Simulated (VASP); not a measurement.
# BP (F-43m) in VASP: further runs, part 2 of 2

VASP 6.6.1. The steps go on from the part before.

**4. Electric field gradients, PBE (volume scaled by 0.96)**

Input file INCAR:

```
PREC = Accurate
ENCUT = 520
EDIFF = 1E-8
ISMEAR = -1
SIGMA = 0.05
LREAL = F
LASPH = T
NELM = 60
ALGO = Normal
ISIF = 2
LWAVE = F
LCHARG = F
GGA = PE
LEFG = T
NBANDS = 11
```

Input file KPOINTS:

```
regular mesh
0
Gamma
  15 15 15
```

Input file POSCAR:

```
BP
1.0
    0.0000000000      2.2383340787      2.2383340787
    2.2383340787      0.0000000000      2.2383340787
    2.2383340787      2.2383340787      0.0000000000
B P
1 1
Direct
    0.0000000000      0.0000000000      0.0000000000
    0.7500000000      0.7500000000      0.7500000000
```

Potentials or basis: VASP PAW PBE potentials, release 64 (B, P).

Started as:

```
cat potpaw_PBE.64/B/POTCAR potpaw_PBE.64/P/POTCAR > POTCAR
mpirun -np 1 vasp_std > vasp.out
```

OUTCAR:

```text
PREC = Accurate
   ENCUT = 520
   EDIFF = 1E-8
   ISMEAR = -1
   LREAL = F
   LASPH = T
   NELM = 60
   ISIF = 2
   GGA = PE

 ion  position               nearest neighbor table
   1  0.000  0.000  0.000-   2 1.94   2 1.94   2 1.94   2 1.94
   2  0.750  0.750  0.750-   1 1.94   1 1.94   1 1.94   1 1.94

  LATTYP: Found a face centered cubic cell.
 ALAT       =     4.4766681574

  Lattice vectors:

 A1 = (   0.0000000000,   2.2383340787,   2.2383340787)
 A2 = (   2.2383340787,   0.0000000000,   2.2383340787)
 A3 = (   2.2383340787,   2.2383340787,   0.0000000000)

Analysis of symmetry for initial positions (statically):
=====================================================================
 Subroutine PRICEL returns:
 Original cell was already a primitive cell.

 Routine SETGRP: Setting up the symmetry group for a
 face centered cubic supercell.

 Subroutine GETGRP returns: Found 24 space group operations
 (whereof 24 operations were pure point group operations)
 out of a pool of 48 trial point group operations.

The static configuration has the point symmetry T_d .

Analysis of symmetry for dynamics (positions and initial velocities):
=====================================================================
 Subroutine PRICEL returns:
 Original cell was already a primitive cell.

 Routine SETGRP: Setting up the symmetry group for a
 face centered cubic supercell.

 Subroutine GETGRP returns: Found 24 space group operations
 (whereof 24 operations were pure point group operations)
 out of a pool of 48 trial point group operations.

The dynamic configuration has the point symmetry T_d .

 Subroutine INISYM returns: Found 24 space group operations
 (whereof 24 operations are pure point group operations),
 and found     1 'primitive' translations

----------------------------------------------------------------------------------------

                                     Primitive cell

  volume of cell :      22.4287

  direct lattice vectors                    reciprocal lattice vectors
     0.000000000  2.238334079  2.238334079    -0.223380417  0.223380417  0.223380417
     2.238334079  0.000000000  2.238334079     0.223380417 -0.223380417  0.223380417
     2.238334079  2.238334079  0.000000000     0.223380417  0.223380417 -0.223380417

  length of vectors
     3.165482411  3.165482411  3.165482411     0.386906232  0.386906232  0.386906232

  position of ions in fractional coordinates (direct lattice)
     0.000000000  0.000000000  0.000000000
     0.750000000  0.750000000  0.750000000

  ion indices of the primitive-cell ions
   primitive index   ion index
                 1           1
                 2           2

----------------------------------------------------------------------------------------

 KPOINTS: regular mesh

Automatic generation of k-mesh.
 Grid dimensions read from file:
 generate k-points for:   15   15   15
[... 72 lines left out ...]
   POTIM  = 0.5000    time-step for ionic-motion
   TEBEG  =    0.0;   TEEND  =   0.0 temperature during run
   PSTRESS=    0.0 pullay stress
   NELECT =       8.0000    total number of electrons
   NUPDOWN=      -1.0000    fix difference up-down
   EMIN   =  10.00;   EMAX   =-10.00  energy-range for DOS
   EFERMI =   0.00;   METHOD = LEGACY
   ISMEAR =    -1;   SIGMA  =   0.05  broadening in eV -4-tet -1-fermi 0-gaus
   EFERMI_NEDOS =   21; number of points for ismear=-14 and -15
   IALGO  =     38    algorithm
   IMIX   =      4    mixing-type and parameters
     AMIX     =   0.40;   BMIX     =  1.00
     AMIX_MAG =   1.60;   BMIX_MAG =  1.00
  volume/ion in A,a.u.               =      11.21        75.68
  Fermi-wavevector in a.u.,A,eV,Ry     =   1.161012  2.193994 18.339948  1.347948
  Thomas-Fermi vector in A             =   2.297588
   LORBIT       =      0    0 simple, 1 ext, 2 COOP (PROOUT), +10 PAW based schemes
   GGA     = PE    functional components
   LHFCALC =     F    Hartree Fock is set to
   AEXX    =    0.0000 exact exchange contribution
   IVDW    =     0    specifies the selected vdW correction
   LEPSILON=     F    determine dielectric tensor
   LRPA    =     F    only Hartree local field effects (RPA)
 non-spin polarized calculation
  energy-cutoff  :      520.00
  volume of cell :       22.43
 maximum number of plane-waves:       620
   NGX = 11   NGY = 11   NGZ = 11

 number of electron       8.0000001 magnetization

 Free energy of the ion-electron system (eV)
  ---------------------------------------------------
  ext. energy  EPLUGINS =         0.00000000
  ---------------------------------------------------
  free energy    TOTEN  =       -12.90455606 eV

  energy without entropy =      -12.90455602  energy(sigma->0) =      -12.90455604

 E-fermi :   8.4977     XC(G=0): -11.0839

 val. band max:        7.9221408543   @ k =   0.0000   0.0000   0.0000
 cond. band min:       9.1051604475   @ k =   0.4000   0.4000   0.0000
 fundamental gap:      1.1830195932
 Fermi energy:         8.4976675435

 k-point     1 :       0.0000    0.0000    0.0000
  band No.  band energies     occupation
      1      -7.9070      2.00000
      2       7.9221      1.99998
      3       7.9221      1.99998
      4       7.9221      1.99998
      5      11.3864      0.00000
      6      11.3864      0.00000
      7      11.3864      0.00000
      8      15.9260      0.00000
      9      19.7185      0.00000
     10      20.1694      0.00000
     11      20.1694      0.00000
[... 309 lines left out ...]
 k-point    24 :       0.2000    0.1333    0.0000
  band No.  band energies     occupation
      1      -7.1654      2.00000
      2       5.2577      2.00000
      3       6.1440      2.00000
      4       6.5303      2.00000
      5      10.6639      0.00000
      6      13.7485      0.00000
      7      13.8814      0.00000
      8      15.1763      0.00000
      9      19.0813      0.00000
     10      20.6748      0.00000
     11      21.8562      0.00000

 [... further k-points ...]
[... 5 lines left out ...]
  --------------------------------------------------------------------------------------
  -------------------------------------------------------------------------------------
  Total        1.1462549      1.1462549      1.1462549     -0.0000000      0.0000000     -0.0000000
  in kB       81.8817405     81.8817405     81.8817405     -0.0000000      0.0000000     -0.0000000
  external PRESSURE =      81.8817405 kB  Pullay stress =       0.0000000 kB

 VOLUME and BASIS-vectors are now :
 -----------------------------------------------------------------------------
  energy-cutoff  :      520.00
  volume of cell :       22.43
      direct lattice vectors                 reciprocal lattice vectors
     0.000000000  2.238334079  2.238334079    -0.223380417  0.223380417  0.223380417
     2.238334079  0.000000000  2.238334079     0.223380417 -0.223380417  0.223380417
     2.238334079  2.238334079  0.000000000     0.223380417  0.223380417 -0.223380417

 POSITION                                       TOTAL-FORCE (eV/Angst)
 -----------------------------------------------------------------------------------
      0.00000      0.00000      0.00000         0.000000      0.000000      0.000000
      3.35750      3.35750      3.35750        -0.000000     -0.000000     -0.000000
 -----------------------------------------------------------------------------------
    total drift:                               -0.000000     -0.000000     -0.000000

  FREE ENERGIE OF THE ION-ELECTRON SYSTEM (eV)
  ---------------------------------------------------
  free  energy   TOTEN  =       -12.9045560589 eV

  energy  without entropy=      -12.9045560169  energy(sigma->0) =      -12.90455604

 Electric field gradients (V/A^2)
---------------------------------------------------------------------
 ion       V_xx      V_yy      V_zz      V_xy      V_xz      V_yz
---------------------------------------------------------------------
   1       0.000    -0.000    -0.000     0.000     0.000     0.000
   2       0.000     0.000     0.000    -0.000    -0.000    -0.000
---------------------------------------------------------------------

 Electric field gradients after diagonalization (V/A^2)
 (convention: |V_zz| > |V_xx| > |V_yy|)
----------------------------------------------------------------------
 ion       V_xx      V_yy      V_zz     asymmetry (V_yy - V_xx)/ V_zz
----------------------------------------------------------------------
   1      -0.000    -0.000     0.000       0.000
   2       0.000     0.000    -0.000       0.000
----------------------------------------------------------------------

           NMR quadrupolar parameters

 Cq : quadrupolar parameter    Cq=e*Q*V_zz/h
 eta: asymmetry parameters     (V_yy - V_xx)/ V_zz
 Q  : nuclear electric quadrupole moment in mb (millibarn)
----------------------------------------------------------------------
 ion       Cq(MHz)       eta       Q (mb)
----------------------------------------------------------------------
   1       0.000       0.000       1.000
   2      -0.000       0.000       1.000
----------------------------------------------------------------------
```

OSZICAR:

```text
N       E                     dE             d eps       ncg     rms          rms(c)
DAV:   1     0.981805629224E+01    0.98181E+01   -0.40860E+03  2640   0.663E+02
DAV:   2    -0.131037461797E+02   -0.22922E+02   -0.22021E+02  3569   0.112E+02
DAV:   3    -0.136997662887E+02   -0.59602E+00   -0.59464E+00  3305   0.158E+01
DAV:   4    -0.137020290839E+02   -0.22628E-02   -0.22626E-02  3038   0.116E+00
DAV:   5    -0.137020404456E+02   -0.11362E-04   -0.11362E-04  3259   0.808E-02    0.765E+00
DAV:   6    -0.130162250351E+02    0.68582E+00   -0.15048E+00  3009   0.544E+00    0.411E+00
DAV:   7    -0.129122745964E+02    0.10395E+00   -0.27542E-01  3310   0.261E+00    0.138E+00
DAV:   8    -0.129040371961E+02    0.82374E-02   -0.28143E-02  3115   0.972E-01    0.207E-01
DAV:   9    -0.129043535998E+02   -0.31640E-03   -0.70348E-04  3101   0.183E-01    0.137E-01
DAV:  10    -0.129045447985E+02   -0.19120E-03   -0.24062E-04  3007   0.980E-02    0.294E-02
DAV:  11    -0.129045552297E+02   -0.10431E-04   -0.11496E-05  3347   0.224E-02    0.365E-02
DAV:  12    -0.129045561263E+02   -0.89661E-06   -0.46123E-06  2985   0.105E-02    0.164E-02
DAV:  13    -0.129045559991E+02    0.12727E-06   -0.13647E-07  3213   0.236E-03    0.685E-03
DAV:  14    -0.129045560611E+02   -0.62058E-07   -0.42759E-08  3054   0.108E-03    0.258E-04
DAV:  15    -0.129045560589E+02    0.22493E-08   -0.20435E-09  1632   0.307E-04
   1 F= -.12904556E+02 E0= -.12904556E+02  d E =-.419897E-07
```

stdout:

```text
POSCAR found type information on POSCAR B P
 POSCAR found :  2 types and       2 ions
 scaLAPACK will be used
 LDA part: xc-table for (Slater+PW92), standard interpolation
 POSCAR, INCAR and KPOINTS ok, starting setup
 FFT: planning ... GRIDC
 FFT: planning ... GRID_SOFT
 FFT: planning ... GRID
 WAVECAR not read
 entering main loop
ion   1

ion   2
```

It took 31 s on 1 thread of AMD EPYC 9R45 (Zen 5), shared host; peak memory 0.11 GiB.

Results:

- Free energy: -12.9046 eV
- Pressure: 8.2 GPa
- Band gap on the k mesh: 1.18 eV, indirect (least direct gap 3.46 eV)

Levels at points of the mesh, in eV from the valence-band top:
```csv
k point,band 2,band 3,band 4,band 5,band 6,band 7
"(0.00, 0.00, 0.00)",0.00,0.00,0.00,3.46,3.46,3.46
```

Caveat: without QUAD_EFG the Cq values of the log hold for a quadrupole moment of 1 mb, not for the nuclei. A k mesh can miss the band edges.

**5. Electric field gradients, PBE (volume scaled by 0.98)**

Input file INCAR:

```
ALGO = Normal
EDIFF = 1E-8
ENCUT = 520
GGA = PE
ISIF = 2
ISMEAR = -1
LASPH = T
LCHARG = F
LEFG = T
LREAL = F
LWAVE = F
NBANDS = 11
NELM = 100
PREC = Accurate
SIGMA = 0.05
```

Input file KPOINTS:

```
k-points
0
Gamma
  15 15 15
```

Input file POSCAR:

```
BP
1.0
    0.0000000000      2.2537713532      2.2537713532
    2.2537713532      0.0000000000      2.2537713532
    2.2537713532      2.2537713532      0.0000000000
B P
1 1
Direct
    0.0000000000      0.0000000000      0.0000000000
    0.7500000000      0.7500000000      0.7500000000
```

Potentials or basis: VASP PAW PBE potentials, release 64 (B, P).

Started as:

```
cat potpaw_PBE.64/B/POTCAR potpaw_PBE.64/P/POTCAR > POTCAR
mpirun -np 1 vasp_std > vasp.out
```

OUTCAR:

```text
EDIFF = 1E-8
   ENCUT = 520
   GGA = PE
   ISIF = 2
   ISMEAR = -1
   LASPH = T
   LREAL = F
   NELM = 100
   PREC = Accurate

 ion  position               nearest neighbor table
   1  0.000  0.000  0.000-   2 1.95   2 1.95   2 1.95   2 1.95
   2  0.750  0.750  0.750-   1 1.95   1 1.95   1 1.95   1 1.95

  LATTYP: Found a face centered cubic cell.
 ALAT       =     4.5075427064

  Lattice vectors:

 A1 = (   0.0000000000,   2.2537713532,   2.2537713532)
 A2 = (   2.2537713532,   0.0000000000,   2.2537713532)
 A3 = (   2.2537713532,   2.2537713532,   0.0000000000)

[... 546 lines left out ...]
  free  energy   TOTEN  =       -12.9229862874 eV

  energy  without entropy=      -12.9229862559  energy(sigma->0) =      -12.92298627

 Electric field gradients (V/A^2)
---------------------------------------------------------------------
 ion       V_xx      V_yy      V_zz      V_xy      V_xz      V_yz
---------------------------------------------------------------------
   1      -0.000    -0.000    -0.000     0.000     0.000     0.000
   2      -0.000    -0.000    -0.000    -0.000    -0.000    -0.000
---------------------------------------------------------------------

 Electric field gradients after diagonalization (V/A^2)
 (convention: |V_zz| > |V_xx| > |V_yy|)
----------------------------------------------------------------------
 ion       V_xx      V_yy      V_zz     asymmetry (V_yy - V_xx)/ V_zz
----------------------------------------------------------------------
   1      -0.000    -0.000     0.000       0.000
   2       0.000     0.000    -0.000       0.000
----------------------------------------------------------------------

           NMR quadrupolar parameters

 Cq : quadrupolar parameter    Cq=e*Q*V_zz/h
 eta: asymmetry parameters     (V_yy - V_xx)/ V_zz
 Q  : nuclear electric quadrupole moment in mb (millibarn)
----------------------------------------------------------------------
 ion       Cq(MHz)       eta       Q (mb)
----------------------------------------------------------------------
   1       0.000       0.000       1.000
   2      -0.000       0.000       1.000
----------------------------------------------------------------------
```

OSZICAR:

```text
N       E                     dE             d eps       ncg     rms          rms(c)
DAV:   1     0.983506033064E+01    0.98351E+01   -0.40584E+03  2648   0.660E+02
DAV:   2    -0.130352361716E+02   -0.22870E+02   -0.21707E+02  3508   0.111E+02
DAV:   3    -0.136716185974E+02   -0.63638E+00   -0.63440E+00  3312   0.161E+01
DAV:   4    -0.136741659356E+02   -0.25473E-02   -0.25471E-02  3053   0.118E+00
DAV:   5    -0.136741782475E+02   -0.12312E-04   -0.12312E-04  3254   0.828E-02    0.742E+00
DAV:   6    -0.130276390300E+02    0.64654E+00   -0.14467E+00  3000   0.527E+00    0.400E+00
DAV:   7    -0.129304934685E+02    0.97146E-01   -0.25341E-01  3292   0.250E+00    0.135E+00
DAV:   8    -0.129224615058E+02    0.80320E-02   -0.27351E-02  3128   0.951E-01    0.200E-01
DAV:   9    -0.129227810746E+02   -0.31957E-03   -0.70520E-04  3077   0.181E-01    0.130E-01
DAV:  10    -0.129229749827E+02   -0.19391E-03   -0.24517E-04  2994   0.986E-02    0.289E-02
DAV:  11    -0.129229854065E+02   -0.10424E-04   -0.11309E-05  3345   0.222E-02    0.348E-02
DAV:  12    -0.129229863501E+02   -0.94358E-06   -0.45845E-06  2982   0.105E-02    0.150E-02
DAV:  13    -0.129229862272E+02    0.12291E-06   -0.13026E-07  3216   0.233E-03    0.633E-03
DAV:  14    -0.129229862929E+02   -0.65705E-07   -0.40328E-08  3060   0.106E-03    0.222E-04
DAV:  15    -0.129229862874E+02    0.54449E-08   -0.20757E-09  1614   0.308E-04
   1 F= -.12922986E+02 E0= -.12922986E+02  d E =-.315240E-07
```

stdout:

```text
POSCAR found type information on POSCAR B P
 POSCAR found :  2 types and       2 ions
 scaLAPACK will be used
 LDA part: xc-table for (Slater+PW92), standard interpolation
 POSCAR, INCAR and KPOINTS ok, starting setup
 FFT: planning ... GRIDC
 FFT: planning ... GRID_SOFT
 FFT: planning ... GRID
 WAVECAR not read
 entering main loop
ion   1

ion   2
```

Wall time 29 s (1 thread of AMD EPYC 9R45 (Zen 5), shared host); peak memory 0.12 GiB.

Results:

```
Free energy            : -12.9230 eV
Pressure               : 4.4 GPa
Band gap on the k mesh : 1.21 eV, indirect (least direct gap 3.43 eV)
```

Caveat: without QUAD_EFG the Cq values of the log hold for a quadrupole moment of 1 mb, not for the nuclei. A k mesh can miss the band edges.

**6. Summary**

```tsv
cell	gap on the mesh (eV)	pressure (GPa)
a = 3.220 Å, angles 60.0°, 2 atoms	1.25	-0.7
a = 3.165 Å, angles 60.0°, 2 atoms	1.18	8.2
a = 3.187 Å, angles 60.0°, 2 atoms	1.21	4.4
```

Alike in all rows: task electric field gradients; level PBE; potentials or basis VASP PAW PBE potentials, release 64 (B, P); no spin polarisation; k mesh 15 × 15 × 15; cutoff (eV) 520; smearing fermi-dirac 0.05 eV.

Total energies depend on the potentials used, so only differences within one code and one set of settings carry meaning.
